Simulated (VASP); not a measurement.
# WSe2 (P6_3/mmc) in VASP: further runs

WSe2 is run at these levels: PBEsol; tasks: relaxation of shape and atoms at fixed volume, single point.

Everything below comes from runs of VASP 6.6.1. Logs are shortened: lines on timing, memory, paths and dates and some standing lists are left out, and cuts for length are marked.

## (1) The cell of the first run

Symmetry: P6_3/mmc, No. 194, hexagonal system. The conventional cell has a = 3.238 Å, b = 3.238 Å, c = 13.087 Å, α = 90.00°, β = 90.00°, γ = 120.00°. Within 3.3 Å of W (site symmetry -6m2) lie 6 Se at 2.50 Å and 6 W at 3.24 Å. Se (site symmetry 3m) has 3 W at 2.50 Å and 6 Se at 3.24 Å within 3.3 Å.

## (2) Relaxation of shape and atoms at fixed volume, PBEsol (volume scaled by 0.97)

INCAR

```
SYSTEM = WSe2
ALGO = Normal
EDIFF = 1E-6
EDIFFG = -0.01
ENCUT = 600
GGA = PS
IBRION = 2
ISIF = 4
ISMEAR = 0
LASPH = .True.
LCHARG = .False.
LREAL = .False.
LWAVE = .False.
NELM = 60
NSW = 50
PREC = Accurate
SIGMA = 0.02
```

KPOINTS

```
k-points
0
Gamma
  12 12 2
  0 0 0
```

POSCAR

```
WSe2
1.0
    3.2381062252      0.0000000000      0.0000000000
   -1.6190531126      2.8042822512      0.0000000000
    0.0000000000      0.0000000000     13.0871168464
W Se
2 4
Direct
    0.3333333333      0.6666666667      0.2500000000
    0.6666666667      0.3333333333      0.7500000000
    0.3333333333      0.6666666667      0.6233861727
    0.6666666667      0.3333333333      0.1233861727
    0.3333333333      0.6666666667      0.8766138273
    0.6666666667      0.3333333333      0.3766138273
```

Potentials or basis: VASP PAW PBE potentials, release 64 (W_sv, Se).

Command:

```console
$ cat potpaw_PBE.64/W_sv/POTCAR potpaw_PBE.64/Se/POTCAR > POTCAR
$ mpirun -np 1 vasp_std > vasp.out
```

OUTCAR:

```text
SYSTEM = WSe2
   EDIFF = 1E-6
   EDIFFG = -0.01
   ENCUT = 600
   GGA = PS
   IBRION = 2
   ISIF = 4
   ISMEAR = 0
   LASPH = .True.
   LREAL = .False.
   NELM = 60
   NSW = 50
   PREC = Accurate

 ion  position               nearest neighbor table
   1  0.333  0.667  0.250-   4 2.50   6 2.50   4 2.50   6 2.50   4 2.50   6 2.50
   2  0.667  0.333  0.750-   3 2.50   5 2.50   3 2.50   5 2.50   3 2.50   5 2.50
   3  0.333  0.667  0.623-   2 2.50   2 2.50   2 2.50
   4  0.667  0.333  0.123-   1 2.50   1 2.50   1 2.50
   5  0.333  0.667  0.877-   2 2.50   2 2.50   2 2.50
   6  0.667  0.333  0.377-   1 2.50   1 2.50   1 2.50

  LATTYP: Found a hexagonal cell.
 ALAT       =     3.2381062252
 C/A-ratio  =     4.0415959009

  Lattice vectors:

 A1 = (   3.2381062252,   0.0000000000,   0.0000000000)
 A2 = (  -1.6190531126,   2.8042822512,   0.0000000000)
 A3 = (   0.0000000000,   0.0000000000,  13.0871168464)

Analysis of symmetry for initial positions (statically):
=====================================================================
 Subroutine PRICEL returns:
 Original cell was already a primitive cell.

 Routine SETGRP: Setting up the symmetry group for a
 hexagonal supercell.

 Subroutine GETGRP returns: Found 24 space group operations
 (whereof 12 operations were pure point group operations)
 out of a pool of 24 trial point group operations.

The static configuration has the point symmetry D_3d.
 The point group associated with its full space group is D_6h.

Analysis of symmetry for dynamics (positions and initial velocities):
=====================================================================
 Subroutine PRICEL returns:
 Original cell was already a primitive cell.

 Routine SETGRP: Setting up the symmetry group for a
 hexagonal supercell.

 Subroutine GETGRP returns: Found 24 space group operations
 (whereof 12 operations were pure point group operations)
 out of a pool of 24 trial point group operations.

The dynamic configuration has the point symmetry D_3d.
 The point group associated with its full space group is D_6h.

 Subroutine INISYM returns: Found 24 space group operations
 (whereof 12 operations are pure point group operations),
 and found     1 'primitive' translations

----------------------------------------------------------------------------------------

                                     Primitive cell

  volume of cell :     118.8384

  direct lattice vectors                    reciprocal lattice vectors
     3.238106225  0.000000000  0.000000000     0.308822482  0.178298743  0.000000000
    -1.619053113  2.804282251  0.000000000     0.000000000  0.356597486  0.000000000
     0.000000000  0.000000000 13.087116846     0.000000000  0.000000000  0.076411024

  length of vectors
     3.238106225  3.238106225 13.087116846     0.356597486  0.356597486  0.076411024

  position of ions in fractional coordinates (direct lattice)
     0.333333333  0.666666667  0.250000000
     0.666666667  0.333333333  0.750000000
     0.333333333  0.666666667  0.623386173
     0.666666667  0.333333333  0.123386173
     0.333333333  0.666666667  0.876613827
     0.666666667  0.333333333  0.376613827

  ion indices of the primitive-cell ions
   primitive index   ion index
                 1           1
                 2           2
                 3           3
                 4           4
                 5           5
                 6           6

----------------------------------------------------------------------------------------

 KPOINTS: k-points

Automatic generation of k-mesh.
 Grid dimensions read from file:
 generate k-points for:   12   12    2

 Generating k-lattice:

  Cartesian coordinates                     Fractional coordinates (reciprocal lattice)
     0.025735207  0.014858229  0.000000000     0.083333333 -0.000000000  0.000000000
     0.000000000  0.029716457  0.000000000     0.000000000  0.083333333  0.000000000
     0.000000000  0.000000000  0.038205512     0.000000000  0.000000000  0.500000000

  Length of vectors
     0.029716457  0.029716457  0.038205512

  Shift w.r.t. Gamma in fractional coordinates (k-lattice)
     0.000000000  0.000000000  0.000000000

 Subroutine IBZKPT returns following result:
 ===========================================

 Found     38 irreducible k-points:

 Following reciprocal coordinates:
            Coordinates               Weight
  0.000000  0.000000  0.000000      1.000000
  0.083333 -0.000000  0.000000      6.000000
  0.166667 -0.000000  0.000000      6.000000
  0.250000 -0.000000  0.000000      6.000000
  0.333333 -0.000000  0.000000      6.000000
  0.416667 -0.000000  0.000000      6.000000
[... 16 lines left out ...]
  0.250000 -0.000000  0.500000      6.000000
  0.333333 -0.000000  0.500000      6.000000
 [... further k-points ...]
   k-points           NKPTS =     38   k-points in BZ     NKDIM =     38   number of bands    NBANDS=     31
   number of dos      NEDOS =    301   number of ions     NIONS =      6
   total plane-waves  NPLWV =  84672
   dimension x,y,z NGX =    28 NGY =   28 NGZ =  108
   dimension x,y,z NGXF=    56 NGYF=   56 NGZF=  216
   ions per type =               2   4
   NGX,Y,Z   is equivalent  to a cutoff of  14.38, 14.38, 13.72 a.u.
   NGXF,Y,Z  is equivalent  to a cutoff of  28.75, 28.75, 27.44 a.u.
 SYSTEM =  WSe2
   PREC   = accura    normal or accurate (medium, high low for compatibility)
   ISTART =      0    job   : 0-new  1-cont  2-samecut
   ICHARG =      2    charge: 1-file 2-atom 10-const
   ISPIN  =      1    spin polarized calculation?
   LNONCOLLINEAR =      F non collinear calculations
   LSORBIT =      F    spin-orbit coupling
   LASPH  =      T    aspherical Exc in radial PAW
   ENCUT  =  600.0 eV  44.10 Ry    6.64 a.u.   6.47  6.47 26.14*2*pi/ulx,y,z
   NELM   =     60;   NELMIN=  2; NELMDL= -5     # of ELM steps
   EDIFF  = 0.1E-05   stopping-criterion for ELM
   LREAL  =      F    real-space projection
   EDIFFG = -.1E-01   stopping-criterion for IOM
   NSW    =     50    number of steps for IOM
   IBRION =      2    ionic relax: 0-MD 1-quasi-New 2-CG
   NFREE  =      1    steps in history (QN), initial steepest desc. (CG)
   ISIF   =      4    stress and relaxation
   ISYM   =      2    0-nonsym 1-usesym 2-fastsym
   POTIM  = 0.5000    time-step for ionic-motion
   TEBEG  =    0.0;   TEEND  =   0.0 temperature during run
   PSTRESS=    0.0 pullay stress
   NELECT =      52.0000    total number of electrons
   NUPDOWN=      -1.0000    fix difference up-down
   EMIN   =  10.00;   EMAX   =-10.00  energy-range for DOS
   EFERMI =   0.00;   METHOD = LEGACY
   ISMEAR =     0;   SIGMA  =   0.02  broadening in eV -4-tet -1-fermi 0-gaus
   EFERMI_NEDOS =   21; number of points for ismear=-14 and -15
   IALGO  =     38    algorithm
   IMIX   =      4    mixing-type and parameters
     AMIX     =   0.40;   BMIX     =  1.00
     AMIX_MAG =   1.60;   BMIX_MAG =  1.00
  volume/ion in A,a.u.               =      19.81       133.66
  Fermi-wavevector in a.u.,A,eV,Ry     =   1.242864  2.348673 21.017075  1.544711
  Thomas-Fermi vector in A             =   2.377200
   LORBIT       =      0    0 simple, 1 ext, 2 COOP (PROOUT), +10 PAW based schemes
   GGA     = PS    functional components
   LHFCALC =     F    Hartree Fock is set to
   AEXX    =    0.0000 exact exchange contribution
   IVDW    =     0    specifies the selected vdW correction
   LEPSILON=     F    determine dielectric tensor
   LRPA    =     F    only Hartree local field effects (RPA)
 conjugate gradient relaxation of ions
 non-spin polarized calculation
 Gauss-broadening in eV      SIGMA  =   0.02
  energy-cutoff  :      600.00
  volume of cell :      118.84
 maximum number of plane-waves:      4025
 NGX is ok and might be reduce to    28
   NGX = 13   NGY = 13   NGZ = 53

--------------------------------------- Ionic step        1  -------------------------------------------

 number of electron      52.0000000 magnetization

 Free energy of the ion-electron system (eV)
  ---------------------------------------------------
  ext. energy  EPLUGINS =         0.00000000
  ---------------------------------------------------
  free energy    TOTEN  =       -46.48822264 eV

  energy without entropy =      -46.48822264  energy(sigma->0) =      -46.48822264

------------------------ aborting loop because EDIFF is reached ----------------------------------------

  FORCE on cell =-STRESS in cart. coord.  units (eV):
  Direction    XX          YY          ZZ          XY          YZ          ZX
  --------------------------------------------------------------------------------------
  -------------------------------------------------------------------------------------
  Total        3.5828791      3.5828791      4.2726540      0.0000000      0.0000000      0.0000000
  in kB       48.3043166     48.3043166     57.6038505      0.0000000      0.0000000      0.0000000
  external PRESSURE =      51.4041612 kB  Pullay stress =       0.0000000 kB

 VOLUME and BASIS-vectors are now :
 -----------------------------------------------------------------------------
  energy-cutoff  :      600.00
  volume of cell :      118.84
      direct lattice vectors                 reciprocal lattice vectors
     3.238106225  0.000000000  0.000000000     0.308822482  0.178298743  0.000000000
    -1.619053113  2.804282251  0.000000000     0.000000000  0.356597486  0.000000000
     0.000000000  0.000000000 13.087116846     0.000000000  0.000000000  0.076411024
[... 201 lines left out ...]
 POSITION                                       TOTAL-FORCE (eV/Angst)
 -----------------------------------------------------------------------------------
     -0.00000      1.88345      3.22358        -0.000000     -0.000000      0.000000
      1.63111      0.94172      9.67074         0.000000      0.000000      0.000000
     -0.00000      1.88345      7.99260        -0.000000      0.000000     -0.012834
      1.63111      0.94172      1.54544        -0.000000     -0.000000     -0.012834
     -0.00000      1.88345     11.34888         0.000000      0.000000      0.012834
      1.63111      0.94172      4.90172        -0.000000     -0.000000      0.012834
 -----------------------------------------------------------------------------------
    total drift:                               -0.000000      0.000000     -0.000000

  FREE ENERGIE OF THE ION-ELECTRON SYSTEM (eV)
  ---------------------------------------------------
  free  energy   TOTEN  =       -46.5396622272 eV

  energy  without entropy=      -46.5396622272  energy(sigma->0) =      -46.53966223

--------------------------------------- Ionic step        7  -------------------------------------------

 number of electron      51.9999998 magnetization

 Free energy of the ion-electron system (eV)
  ---------------------------------------------------
  ext. energy  EPLUGINS =         0.00000000
  ---------------------------------------------------
  free energy    TOTEN  =       -46.53967144 eV

  energy without entropy =      -46.53967144  energy(sigma->0) =      -46.53967144

 E-fermi :   6.6840     XC(G=0): -11.0388

 val. band max:        6.3633276201   @ k =   0.0000   0.0000   0.0000
 cond. band min:       7.2726084350   @ k =   0.1667   0.1667   0.0000
 fundamental gap:      0.9092808149
 Fermi energy:         6.6839795650

 k-point     1 :       0.0000    0.0000    0.0000
  band No.  band energies     occupation
      1     -67.8697      2.00000
      2     -67.8696      2.00000
      3     -32.1403      2.00000
      4     -32.1403      2.00000
      5     -31.9819      2.00000
      6     -31.9819      2.00000
[... 805 lines left out ...]
     30       8.4379      0.00000
     31       9.6065      0.00000

 [... further k-points ...]
[... 5 lines left out ...]
  --------------------------------------------------------------------------------------
  -------------------------------------------------------------------------------------
  Total        0.7909998      0.7909998      0.7440441     -0.0000000      0.0000000     -0.0000000
  in kB       10.6642460     10.6642460     10.0311907     -0.0000000      0.0000000     -0.0000000
  external PRESSURE =      10.4532276 kB  Pullay stress =       0.0000000 kB

 VOLUME and BASIS-vectors are now :
 -----------------------------------------------------------------------------
  energy-cutoff  :      600.00
  volume of cell :      118.84
      direct lattice vectors                 reciprocal lattice vectors
     3.262084871  0.000000000 -0.000000000     0.306552417  0.176988120  0.000000000
    -1.631042435  2.825048367 -0.000000000     0.000000000  0.353976240  0.000000000
    -0.000000000 -0.000000000 12.895424736     0.000000000  0.000000000  0.077546884

 POSITION                                       TOTAL-FORCE (eV/Angst)
 -----------------------------------------------------------------------------------
     -0.00000      1.88337      3.22386        -0.000000      0.000000      0.000000
      1.63104      0.94168      9.67157         0.000000      0.000000      0.000000
     -0.00000      1.88337      7.99239        -0.000000     -0.000000      0.004977
      1.63104      0.94168      1.54468        -0.000000      0.000000      0.004977
     -0.00000      1.88337     11.35074        -0.000000      0.000000     -0.004977
      1.63104      0.94168      4.90303         0.000000      0.000000     -0.004977
 -----------------------------------------------------------------------------------
    total drift:                               -0.000000      0.000000     -0.000000

  FREE ENERGIE OF THE ION-ELECTRON SYSTEM (eV)
  ---------------------------------------------------
  free  energy   TOTEN  =       -46.5396714435 eV

  energy  without entropy=      -46.5396714435  energy(sigma->0) =      -46.53967144

 reached required accuracy - stopping structural energy minimisation
```

It took 17 min on 1 thread of Intel Xeon 6975P-C, shared host; peak memory 0.38 GiB.

Results:

| Item | Value |
| --- | --- |
| Free energy | -46.5397 eV |
| Energy gained by relaxing | 8.6 meV/atom |
| Ionic steps | 7 |
| Pressure after relaxing | 1.0 GPa |
| Largest force after relaxing | 0.005 eV/Å |
| Band gap on the k mesh | 0.91 eV, indirect (least direct gap 1.61 eV) |

Forces in eV/Å, atoms in the order of the input:
```
W    0.000  0.000  0.000
W    0.000  0.000  0.000
Se   0.000  0.000  0.005
Se   0.000  0.000  0.005
Se   0.000  0.000 -0.005
Se   0.000  0.000 -0.005
```

The path:
```tsv
step	energy change (eV)	largest force (eV/Å)	pressure (GPa)	volume (Å³)
1	0.0000	0.6121	5.14	118.84
2	-0.0322	0.0142	2.20	118.84
3	-0.0327	0.0560	2.52	118.84
4	-0.0461	0.0363	1.85	118.84
5	-0.0514	0.0115	1.10	118.84
6	-0.0514	0.0128	1.12	118.84
7	-0.0514	0.0050	1.05	118.84
```

Final structure:
```
CELL_PARAMETERS angstrom
3.26208 0.00000 0.00000
-1.63104 2.82505 0.00000
0.00000 0.00000 12.89542
ATOMIC_POSITIONS crystal
W 0.33333 0.66667 0.25000
W 0.66667 0.33333 0.75000
Se 0.33333 0.66667 0.61979
Se 0.66667 0.33333 0.11979
Se 0.33333 0.66667 0.88021
Se 0.66667 0.33333 0.38021
```

Levels at points of the mesh, in eV from the valence-band top:
```csv
k point,band 22,band 23,band 24,band 25,band 26,band 27,band 28,band 29,band 30,band 31
"(0.00, 0.00, 0.00)",-1.42,-1.42,-1.22,-1.03,0.00,2.73,2.73,2.79,2.79,2.82
"(0.50, 0.00, 0.00)",-2.44,-1.46,-1.30,-1.28,-1.00,2.24,2.28,2.32,2.76,2.96
"(0.00, 0.00, 0.50)",-1.45,-1.45,-1.45,-0.22,-0.22,2.74,2.74,2.74,2.74,2.96
"(0.50, 0.00, 0.50)",-2.60,-1.36,-1.36,-1.14,-1.14,2.26,2.26,2.58,2.58,3.38
```

Caveat: the cell differs from its parent crystal (volume scaled by 0.97); the PAW data sets were made with another functional, which shifts forces and pressure a little; spin-orbit coupling is left out, which moves the levels of the heavy elements; this functional lacks dispersion, which binds the layers, so the pressure and a relaxed spacing across them are unreliable.

## (3) Single point, PBEsol

This run uses another cell than the first one, of 20.42 Å³/atom, 1.031 times its volume.

INCAR

```
PREC = Accurate ; ENCUT = 520
EDIFF = 1E-6 ; ISMEAR = 0
SIGMA = 0.01 ; LREAL = F
LASPH = T ; NELM = 80
ALGO = Normal ; ISIF = 2
LWAVE = F ; LCHARG = F
GGA = PS ; NBANDS = 35
```

KPOINTS

```
Automatic mesh
0
Gamma
  12 12 2
```

POSCAR

```
WSe2
1.0
    3.2711586031      0.0000000000      0.0000000000
   -1.6355793016      2.8329064501      0.0000000000
    0.0000000000      0.0000000000     13.2230985096
W Se
2 4
Direct
    0.3333333333      0.6666666667      0.2500000000
    0.6666666667      0.3333333333      0.7500000000
    0.3333333333      0.6666666667      0.6233903358
    0.6666666667      0.3333333333      0.1233903358
    0.3333333333      0.6666666667      0.8766096642
    0.6666666667      0.3333333333      0.3766096642
```

Potentials or basis: VASP PAW PBE potentials, release 64 (W_sv, Se).

Command:

```console
$ cat potpaw_PBE.64/W_sv/POTCAR potpaw_PBE.64/Se/POTCAR > POTCAR
$ mpirun -np 1 vasp_std > vasp.out
```

Run time: 5.1 min. Hardware: 1 thread of AMD EPYC 7R13, shared host; peak memory 0.27 GiB.

Results (log left out):

```
Free energy            : -46.5506 eV
Pressure               : 0.4 GPa
Largest force          : 0.061 eV/Å
Band gap on the k mesh : 1.04 eV, indirect (least direct gap 1.59 eV)
```

Forces on the atoms (eV/Å):
```
W    0.000  0.000  0.000
W    0.000  0.000  0.000
Se   0.000  0.000 -0.061
Se   0.000  0.000 -0.061
Se   0.000  0.000  0.061
Se   0.000  0.000  0.061
```

Stress tensor (GPa, compression positive):
```
0.36 0.00 0.00
0.00 0.36 0.00
0.00 0.00 0.52
```

Levels at points of the mesh, in eV from the valence-band top:
```
           k point  band 22  band 23  band 24  band 25  band 26  band 27  band 28  band 29  band 30  band 31
(0.00, 0.00, 0.00)    -1.39    -1.39    -1.19    -1.09     0.00     2.80     2.80     2.84     2.84     2.93
(0.50, 0.00, 0.00)    -2.36    -1.34    -1.23    -1.19    -0.99     2.28     2.31     2.42     2.78     3.06
(0.00, 0.00, 0.50)    -1.41    -1.41    -1.41    -0.24    -0.24     2.81     2.81     2.81     2.81     3.02
(0.50, 0.00, 0.50)    -2.47    -1.27    -1.27    -1.09    -1.09     2.30     2.30     2.63     2.63     3.44
```

Caveat: the PAW data sets were made with another functional, which shifts forces and pressure a little; spin-orbit coupling is left out, which moves the levels of the heavy elements; this functional lacks dispersion, which binds the layers, so the pressure and a relaxed spacing across them are unreliable. A hybrid or GW would open this gap; PBEsol tends to underestimate it.
